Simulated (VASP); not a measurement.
# CdO (Fm-3m) in VASP: notebook, part 2 of 2

VASP 6.6.1.

## (4) Single point, LDA (volume scaled by 0.96)

The input, INCAR:

```
SYSTEM = CdO
ALGO = Normal ; EDIFF = 1E-6
ENCUT = 600 ; GGA_COMPAT = .False.
ISIF = 2 ; ISMEAR = 0
LASPH = .True. ; LCHARG = .True.
LELF = .True. ; LREAL = .False.
LVHAR = .True. ; LWAVE = .False.
NBANDS = 16 ; NELM = 120
PREC = Accurate ; SIGMA = 0.05
```

The input, KPOINTS:

```
k-points
0
Gamma
  8 8 8
  0 0 0
```

The input, POSCAR:

```
CdO
1.0
    0.0000000000      2.2856343355      2.2856343355
    2.2856343355      0.0000000000      2.2856343355
    2.2856343355      2.2856343355      0.0000000000
Cd O
1 1
Direct
    0.0000000000      0.0000000000      0.0000000000
    0.5000000000      0.5000000000      0.5000000000
```

Potentials or basis: VASP PAW LDA potentials, release 64 (Cd, O).

The run is started by

```console
$ cat potpaw_LDA.64/Cd/POTCAR potpaw_LDA.64/O/POTCAR > POTCAR
$ mpirun -np 1 vasp_std > vasp.out
```

OUTCAR:

```text
SYSTEM = CdO
   EDIFF = 1E-6
   ENCUT = 600
   ISIF = 2
   ISMEAR = 0
   LASPH = .True.
   LREAL = .False.
   NELM = 120
   PREC = Accurate

 ion  position               nearest neighbor table
   1  0.000  0.000  0.000-   2 2.29   2 2.29   2 2.29   2 2.29   2 2.29   2 2.29
   2  0.500  0.500  0.500-   1 2.29   1 2.29   1 2.29   1 2.29   1 2.29   1 2.29

  LATTYP: Found a face centered cubic cell.
 ALAT       =     4.5712686710

  Lattice vectors:

 A1 = (   0.0000000000,   2.2856343355,   2.2856343355)
 A2 = (   2.2856343355,   0.0000000000,   2.2856343355)
 A3 = (   2.2856343355,   2.2856343355,   0.0000000000)

Analysis of symmetry for initial positions (statically):
=====================================================================
 Subroutine PRICEL returns:
 Original cell was already a primitive cell.

 Routine SETGRP: Setting up the symmetry group for a
 face centered cubic supercell.

 Subroutine GETGRP returns: Found 48 space group operations
 (whereof 48 operations were pure point group operations)
 out of a pool of 48 trial point group operations.

The static configuration has the point symmetry O_h .

Analysis of symmetry for dynamics (positions and initial velocities):
=====================================================================
 Subroutine PRICEL returns:
 Original cell was already a primitive cell.

 Routine SETGRP: Setting up the symmetry group for a
 face centered cubic supercell.

 Subroutine GETGRP returns: Found 48 space group operations
 (whereof 48 operations were pure point group operations)
 out of a pool of 48 trial point group operations.

The dynamic configuration has the point symmetry O_h .

 Subroutine INISYM returns: Found 48 space group operations
 (whereof 48 operations are pure point group operations),
 and found     1 'primitive' translations

----------------------------------------------------------------------------------------

                                     Primitive cell

  volume of cell :      23.8809

  direct lattice vectors                    reciprocal lattice vectors
     0.000000000  2.285634336  2.285634336    -0.218757652  0.218757652  0.218757652
     2.285634336  0.000000000  2.285634336     0.218757652 -0.218757652  0.218757652
     2.285634336  2.285634336  0.000000000     0.218757652  0.218757652 -0.218757652

  length of vectors
     3.232375076  3.232375076  3.232375076     0.378899367  0.378899367  0.378899367

  position of ions in fractional coordinates (direct lattice)
     0.000000000  0.000000000  0.000000000
     0.500000000  0.500000000  0.500000000

  ion indices of the primitive-cell ions
   primitive index   ion index
                 1           1
                 2           2

----------------------------------------------------------------------------------------

 KPOINTS: k-points

Automatic generation of k-mesh.
 Grid dimensions read from file:
 generate k-points for:    8    8    8

 Generating k-lattice:

  Cartesian coordinates                     Fractional coordinates (reciprocal lattice)
    -0.027344706  0.027344706  0.027344706     0.125000000  0.000000000  0.000000000
     0.027344706 -0.027344706  0.027344706     0.000000000  0.125000000  0.000000000
     0.027344706  0.027344706 -0.027344706     0.000000000  0.000000000  0.125000000

  Length of vectors
     0.047362421  0.047362421  0.047362421

  Shift w.r.t. Gamma in fractional coordinates (k-lattice)
     0.000000000  0.000000000  0.000000000

 Subroutine IBZKPT returns following result:
 ===========================================

 Found     29 irreducible k-points:

 Following reciprocal coordinates:
            Coordinates               Weight
  0.000000  0.000000  0.000000      1.000000
  0.125000  0.000000  0.000000      8.000000
  0.250000  0.000000  0.000000      8.000000
  0.375000  0.000000  0.000000      8.000000
  0.500000  0.000000  0.000000      4.000000
  0.125000  0.125000  0.000000      6.000000
[... 16 lines left out ...]
  0.500000  0.250000  0.125000     48.000000
 -0.375000  0.250000  0.125000     24.000000
 [... further k-points ...]
   k-points           NKPTS =     29   k-points in BZ     NKDIM =     29   number of bands    NBANDS=     16
   number of dos      NEDOS =    301   number of ions     NIONS =      2
   total plane-waves  NPLWV =  21952
   dimension x,y,z NGX =    28 NGY =   28 NGZ =   28
   dimension x,y,z NGXF=    56 NGYF=   56 NGZF=   56
   ions per type =               1   1
   NGX,Y,Z   is equivalent  to a cutoff of  14.40, 14.40, 14.40 a.u.
   NGXF,Y,Z  is equivalent  to a cutoff of  28.80, 28.80, 28.80 a.u.
 SYSTEM =  CdO
   PREC   = accura    normal or accurate (medium, high low for compatibility)
   ISTART =      0    job   : 0-new  1-cont  2-samecut
   ICHARG =      2    charge: 1-file 2-atom 10-const
   ISPIN  =      1    spin polarized calculation?
   LNONCOLLINEAR =      F non collinear calculations
   LSORBIT =      F    spin-orbit coupling
   LASPH  =      T    aspherical Exc in radial PAW
   ENCUT  =  600.0 eV  44.10 Ry    6.64 a.u.   6.46  6.46  6.46*2*pi/ulx,y,z
   NELM   =    120;   NELMIN=  2; NELMDL= -5     # of ELM steps
   EDIFF  = 0.1E-05   stopping-criterion for ELM
   LREAL  =      F    real-space projection
   EDIFFG = 0.1E-04   stopping-criterion for IOM
   NSW    =      0    number of steps for IOM
   IBRION =     -1    ionic relax: 0-MD 1-quasi-New 2-CG
   NFREE  =      0    steps in history (QN), initial steepest desc. (CG)
   ISIF   =      2    stress and relaxation
   ISYM   =      2    0-nonsym 1-usesym 2-fastsym
   POTIM  = 0.5000    time-step for ionic-motion
   TEBEG  =    0.0;   TEEND  =   0.0 temperature during run
   PSTRESS=    0.0 pullay stress
   NELECT =      18.0000    total number of electrons
   NUPDOWN=      -1.0000    fix difference up-down
   EMIN   =  10.00;   EMAX   =-10.00  energy-range for DOS
   EFERMI =   0.00;   METHOD = LEGACY
   ISMEAR =     0;   SIGMA  =   0.05  broadening in eV -4-tet -1-fermi 0-gaus
   EFERMI_NEDOS =   21; number of points for ismear=-14 and -15
   IALGO  =     38    algorithm
   IMIX   =      4    mixing-type and parameters
     AMIX     =   0.40;   BMIX     =  1.00
     AMIX_MAG =   1.60;   BMIX_MAG =  1.00
  volume/ion in A,a.u.               =      11.94        80.58
  Fermi-wavevector in a.u.,A,eV,Ry     =   1.489872  2.815450 30.201099  2.219718
  Thomas-Fermi vector in A             =   2.602725
   LORBIT       =      0    0 simple, 1 ext, 2 COOP (PROOUT), +10 PAW based schemes
   GGA     = CA    functional components
   LHFCALC =     F    Hartree Fock is set to
   AEXX    =    0.0000 exact exchange contribution
   IVDW    =     0    specifies the selected vdW correction
   LEPSILON=     F    determine dielectric tensor
   LRPA    =     F    only Hartree local field effects (RPA)
 non-spin polarized calculation
 Gauss-broadening in eV      SIGMA  =   0.05
  energy-cutoff  :      600.00
  volume of cell :       23.88
 maximum number of plane-waves:       821
 NGX is ok and might be reduce to    28
   NGX = 13   NGY = 13   NGZ = 13

 number of electron      18.0000001 magnetization

 Free energy of the ion-electron system (eV)
  ---------------------------------------------------
  ext. energy  EPLUGINS =         0.00000000
  ---------------------------------------------------
  free energy    TOTEN  =        -9.30243224 eV

  energy without entropy =       -9.30219541  energy(sigma->0) =       -9.30231383

 E-fermi :   2.6910     XC(G=0): -12.6639

 val. band max:        2.6496829088   @ k =   0.5000   0.0000   0.0000
 cond. band min:       3.6521232964   @ k =   0.1250   0.0000   0.0000
 fundamental gap:      1.0024403876
 Fermi energy:         2.6910475466

 k-point     1 :       0.0000    0.0000    0.0000
  band No.  band energies     occupation
      1     -15.1664      2.00000
      2      -4.2436      2.00000
      3      -4.2436      2.00000
      4      -4.2436      2.00000
      5      -3.8805      2.00000
      6      -3.8805      2.00000
[... 8 lines left out ...]
     15      21.7210      0.00000
     16      21.7210      0.00000
[... 419 lines left out ...]
 k-point    24 :      -0.3750    0.2500    0.1250
  band No.  band energies     occupation
      1     -14.1671      2.00000
      2      -5.1447      2.00000
      3      -4.7169      2.00000
      4      -4.7053      2.00000
      5      -3.5493      2.00000
      6      -3.5424      2.00000
[... 8 lines left out ...]
     15      22.7993      0.00000
     16      26.3731      0.00000

 [... further k-points ...]

------------------------ aborting loop because EDIFF is reached ----------------------------------------

  FORCE on cell =-STRESS in cart. coord.  units (eV):
  Direction    XX          YY          ZZ          XY          YZ          ZX
  --------------------------------------------------------------------------------------
  -------------------------------------------------------------------------------------
  Total        1.4580624      1.4580624      1.4580624      0.0000000      0.0000000     -0.0000000
  in kB       97.8219768     97.8219768     97.8219768      0.0000000      0.0000000     -0.0000000
  external PRESSURE =      97.8219768 kB  Pullay stress =       0.0000000 kB

 VOLUME and BASIS-vectors are now :
 -----------------------------------------------------------------------------
  energy-cutoff  :      600.00
  volume of cell :       23.88
      direct lattice vectors                 reciprocal lattice vectors
     0.000000000  2.285634336  2.285634336    -0.218757652  0.218757652  0.218757652
     2.285634336  0.000000000  2.285634336     0.218757652 -0.218757652  0.218757652
     2.285634336  2.285634336  0.000000000     0.218757652  0.218757652 -0.218757652

 POSITION                                       TOTAL-FORCE (eV/Angst)
 -----------------------------------------------------------------------------------
      0.00000      0.00000      0.00000        -0.000000     -0.000000     -0.000000
      2.28563      2.28563      2.28563         0.000000      0.000000      0.000000
 -----------------------------------------------------------------------------------
    total drift:                                0.000000      0.000000      0.000000

  FREE ENERGIE OF THE ION-ELECTRON SYSTEM (eV)
  ---------------------------------------------------
  free  energy   TOTEN  =        -9.3024322389 eV

  energy  without entropy=       -9.3021954128  energy(sigma->0) =       -9.30231383
```

OSZICAR:

```text
N       E                     dE             d eps       ncg     rms          rms(c)
DAV:   1     0.129073220332E+03    0.12907E+03   -0.11383E+04   968   0.131E+03
DAV:   2    -0.720898905068E+01   -0.13628E+03   -0.12542E+03  1016   0.314E+02
DAV:   3    -0.109752835508E+02   -0.37663E+01   -0.37579E+01  1136   0.568E+01
DAV:   4    -0.109855500466E+02   -0.10266E-01   -0.10266E-01  1168   0.281E+00
DAV:   5    -0.109855794934E+02   -0.29447E-04   -0.29447E-04  1144   0.136E-01    0.120E+01
DAV:   6    -0.936458151778E+01    0.16210E+01   -0.40976E+00  1216   0.363E+01    0.108E+01
DAV:   7    -0.933235437960E+01    0.32227E-01   -0.62980E-01   992   0.794E+00    0.579E+00
DAV:   8    -0.930678920557E+01    0.25565E-01   -0.11078E-01   992   0.282E+00    0.716E-01
DAV:   9    -0.930242514257E+01    0.43641E-02   -0.86337E-03  1208   0.109E+00    0.122E-01
DAV:  10    -0.930243453031E+01   -0.93877E-05   -0.78397E-04  1040   0.266E-01    0.412E-02
DAV:  11    -0.930243330698E+01    0.12233E-05   -0.35989E-05  1168   0.750E-02    0.185E-02
DAV:  12    -0.930243223320E+01    0.10738E-05   -0.38094E-06   976   0.236E-02    0.358E-03
DAV:  13    -0.930243223888E+01   -0.56832E-08   -0.26138E-07   608   0.482E-03
   1 F= -.93024322E+01 E0= -.93023138E+01  d E =-.236826E-03
```

stdout:

```text
POSCAR found type information on POSCAR CdO
 POSCAR found :  2 types and       2 ions
 scaLAPACK will be used
 LDA part: xc-table for (Slater(with rela. corr.)+CA(PZ))
 , standard interpolation
 POSCAR, INCAR and KPOINTS ok, starting setup
 FFT: planning ... GRIDC
 FFT: planning ... GRID_SOFT
 FFT: planning ... GRID
 WAVECAR not read
 entering main loop
```

It took 26 s on 1 thread of Intel Xeon 8259CL, shared host; peak memory 0.15 GiB.

What came out:

```
Free energy            : -9.3024 eV
Pressure               : 9.8 GPa
Band gap on the k mesh : zero (band 9 reaches 2.65 eV, above the bottom of band 10 at 2.31 eV)
```

Caveat: the cell differs from its parent crystal (volume scaled by 0.96).

## (5) Single point, PBE

This run uses another cell than the first one, of 12.95 Å³/atom, 1.041 times its volume.

The input, INCAR:

```
SYSTEM = CdO
PREC = Accurate
ENCUT = 600
EDIFF = 1E-6
ISMEAR = 0
SIGMA = 0.05
LREAL = .False.
LASPH = .True.
NELM = 120
ALGO = Normal
ISIF = 2
LWAVE = .False.
LCHARG = .False.
GGA = PE
NBANDS = 16
GGA_COMPAT = .False.
```

The input, KPOINTS:

```
Automatic mesh
0
Gamma
  8 8 8
  0 0 0
```

The input, POSCAR:

```
CdO
1.0
    0.0000000000      2.3481500455      2.3481500455
    2.3481500455      0.0000000000      2.3481500455
    2.3481500455      2.3481500455      0.0000000000
Cd O
1 1
Direct
    0.0000000000      0.0000000000      0.0000000000
    0.5000000000      0.5000000000      0.5000000000
```

Potentials or basis: VASP PAW PBE potentials, release 64 (Cd, O).

The run is started by

```console
$ cat potpaw_PBE.64/Cd/POTCAR potpaw_PBE.64/O/POTCAR > POTCAR
$ mpirun -np 1 vasp_std > vasp.out
```

OUTCAR:

```text
SYSTEM = CdO
   PREC = Accurate
   ENCUT = 600
   EDIFF = 1E-6
   ISMEAR = 0
   LREAL = .False.
   LASPH = .True.
   NELM = 120
   ISIF = 2
   GGA = PE

 ion  position               nearest neighbor table
   1  0.000  0.000  0.000-   2 2.35   2 2.35   2 2.35   2 2.35   2 2.35   2 2.35
   2  0.500  0.500  0.500-   1 2.35   1 2.35   1 2.35   1 2.35   1 2.35   1 2.35

  LATTYP: Found a face centered cubic cell.
 ALAT       =     4.6963000910

  Lattice vectors:

 A1 = (   0.0000000000,   2.3481500455,   2.3481500455)
 A2 = (   2.3481500455,   0.0000000000,   2.3481500455)
 A3 = (   2.3481500455,   2.3481500455,   0.0000000000)

Analysis of symmetry for initial positions (statically):
=====================================================================
 Subroutine PRICEL returns:
 Original cell was already a primitive cell.

 Routine SETGRP: Setting up the symmetry group for a
 face centered cubic supercell.

 Subroutine GETGRP returns: Found 48 space group operations
 (whereof 48 operations were pure point group operations)
 out of a pool of 48 trial point group operations.

The static configuration has the point symmetry O_h .

Analysis of symmetry for dynamics (positions and initial velocities):
=====================================================================
[... 163 lines left out ...]
 Fermi energy:         2.0951679629

 k-point     1 :       0.0000    0.0000    0.0000
  band No.  band energies     occupation
      1     -15.3276      2.00000
      2      -4.6546      2.00000
      3      -4.6546      2.00000
      4      -4.6546      2.00000
      5      -4.3473      2.00000
      6      -4.3473      2.00000
[... 433 lines left out ...]
      3      -4.9605      2.00000
      4      -4.9567      2.00000
      5      -4.0982      2.00000
      6      -4.0921      2.00000
[... 8 lines left out ...]
     15      21.6057      0.00000
     16      25.0978      0.00000

 [... further k-points ...]

------------------------ aborting loop because EDIFF is reached ----------------------------------------

  FORCE on cell =-STRESS in cart. coord.  units (eV):
  Direction    XX          YY          ZZ          XY          YZ          ZX
  --------------------------------------------------------------------------------------
  -------------------------------------------------------------------------------------
  Total        1.2361457      1.2361457      1.2361457      0.0000000      0.0000000      0.0000000
  in kB       76.4843757     76.4843757     76.4843757      0.0000000      0.0000000      0.0000000
  external PRESSURE =      76.4843757 kB  Pullay stress =       0.0000000 kB

 VOLUME and BASIS-vectors are now :
 -----------------------------------------------------------------------------
  energy-cutoff  :      600.00
  volume of cell :       25.89
      direct lattice vectors                 reciprocal lattice vectors
     0.000000000  2.348150046  2.348150046    -0.212933582  0.212933582  0.212933582
     2.348150046  0.000000000  2.348150046     0.212933582 -0.212933582  0.212933582
     2.348150046  2.348150046  0.000000000     0.212933582  0.212933582 -0.212933582

 POSITION                                       TOTAL-FORCE (eV/Angst)
 -----------------------------------------------------------------------------------
      0.00000      0.00000      0.00000         0.000000     -0.000000      0.000000
      2.34815      2.34815      2.34815        -0.000000      0.000000     -0.000000
 -----------------------------------------------------------------------------------
    total drift:                                0.000000      0.000000      0.000000

  FREE ENERGIE OF THE ION-ELECTRON SYSTEM (eV)
  ---------------------------------------------------
  free  energy   TOTEN  =        -7.6965269074 eV

  energy  without entropy=       -7.6962809630  energy(sigma->0) =       -7.69640394
```

OSZICAR:

```text
N       E                     dE             d eps       ncg     rms          rms(c)
DAV:   1     0.125166486091E+03    0.12517E+03   -0.11280E+04   960   0.129E+03
DAV:   2    -0.569741971515E+01   -0.13086E+03   -0.11898E+03  1040   0.304E+02
DAV:   3    -0.949671286131E+01   -0.37993E+01   -0.37928E+01  1192   0.568E+01
DAV:   4    -0.950586259427E+01   -0.91497E-02   -0.91496E-02  1128   0.271E+00
DAV:   5    -0.950588902455E+01   -0.26430E-04   -0.26430E-04  1184   0.129E-01    0.106E+01
DAV:   6    -0.775134395635E+01    0.17545E+01   -0.48259E+00  1216   0.377E+01    0.932E+00
DAV:   7    -0.771619441909E+01    0.35150E-01   -0.70621E-01   976   0.801E+00    0.476E+00
DAV:   8    -0.769993781047E+01    0.16257E-01   -0.96336E-02   976   0.276E+00    0.733E-01
DAV:   9    -0.769640431501E+01    0.35335E-02   -0.80684E-03  1136   0.946E-01    0.110E-01
DAV:  10    -0.769649683226E+01   -0.92517E-04   -0.79082E-04  1024   0.303E-01    0.400E-02
DAV:  11    -0.769653149181E+01   -0.34660E-04   -0.62328E-05  1144   0.786E-02    0.223E-02
DAV:  12    -0.769652704816E+01    0.44437E-05   -0.11794E-05  1008   0.345E-02    0.686E-03
DAV:  13    -0.769652690741E+01    0.14074E-06   -0.70885E-07   688   0.862E-03
   1 F= -.76965269E+01 E0= -.76964039E+01  d E =-.245944E-03
```

Wall time 25 s (1 thread of Intel Xeon 8259CL, shared host); peak memory 0.16 GiB.

Results:

```yaml
Free_energy: -7.6965 eV
Pressure: 7.6 GPa
Band_gap_on_the_k_mesh: zero (band 9 reaches 2.05 eV, above the bottom of band 10 at 1.63 eV)
```

## (6) Single point, BLYP

This run uses another cell than the first one, of 12.95 Å³/atom, 1.041 times its volume.

The input, INCAR:

```
SYSTEM = CdO
  AGGAC = 1.0
  AGGAX = 1.0
  ALDAC = 0.0
  ALDAX = 1.0
  ALGO = Normal
  EDIFF = 1E-6
  ENCUT = 600
  GGA = B5
  GGA_COMPAT = .FALSE.
  ISIF = 2
  ISMEAR = 0
  LASPH = .TRUE.
  LCHARG = .FALSE.
  LREAL = .FALSE.
  LWAVE = .FALSE.
  NBANDS = 16
  NELM = 120
  PREC = Accurate
  SIGMA = 0.05
```

The input, KPOINTS:

```
k-points
0
G
  8 8 8
  0 0 0
```

POSCAR is that of step 5.

Potentials or basis: VASP PAW PBE potentials, release 64 (Cd, O).

The run is started by

```console
$ cat potpaw_PBE.64/Cd/POTCAR potpaw_PBE.64/O/POTCAR > POTCAR
$ mpirun -np 1 vasp_std > vasp.out
```

Run time: 42 s. Hardware: 1 thread of Intel Xeon 8259CL, shared host; peak memory 0.16 GiB.

The run converged. Its results:

* Free energy: -6.8635 eV
* Pressure: 13.6 GPa
* Band gap on the k mesh: zero (band 9 reaches 2.43 eV, above the bottom of band 10 at 2.16 eV)

Levels at points of the mesh, in eV from the Fermi level:
```tsv
k point	band 5	band 6	band 7	band 8	band 9	band 10	band 11	band 12	band 13	band 14
(0.00, 0.00, 0.00)	-6.50	-6.50	-1.37	-1.37	-1.37	-0.32	15.54	17.27	17.27	17.27
(0.50, 0.00, 0.00)	-6.25	-6.25	-3.85	-0.04	-0.04	4.68	7.27	11.98	11.98	18.12
(0.50, 0.50, 0.00)	-6.12	-5.78	-4.28	-2.33	-2.33	3.80	8.70	11.63	13.37	13.37
```

Caveat: the PAW data sets were made with another functional, which shifts forces and pressure a little.

## (7) Summary

| level | potentials or basis | cell | gap on the mesh (eV) | pressure (GPa) |
| --- | --- | --- | --- | --- |
| LDA | VASP PAW LDA potentials, release 64 (Cd, O) | a = 3.277 Å, angles 60.0°, 2 atoms | none | 2.0 |
| LDA | VASP PAW LDA potentials, release 64 (Cd, O) | a = 3.255 Å, angles 60.0°, 2 atoms | none | 5.7 |
| LDA | VASP PAW LDA potentials, release 64 (Cd, O) | a = 3.232 Å, angles 60.0°, 2 atoms | none | 9.8 |
| PBE | VASP PAW PBE potentials, release 64 (Cd, O) | a = 3.321 Å, angles 60.0°, 2 atoms | none | 7.6 |
| BLYP | VASP PAW PBE potentials, release 64 (Cd, O) | a = 3.321 Å, angles 60.0°, 2 atoms | none | 13.6 |

Alike in all rows: task single point; no spin polarisation; k mesh 8 × 8 × 8; cutoff (eV) 600; smearing gaussian 0.05 eV.

Caveats: the PAW data sets were made with another functional, which shifts forces and pressure a little (some runs).

Total energies depend on the potentials used, so only differences within one code and one set of settings carry meaning.
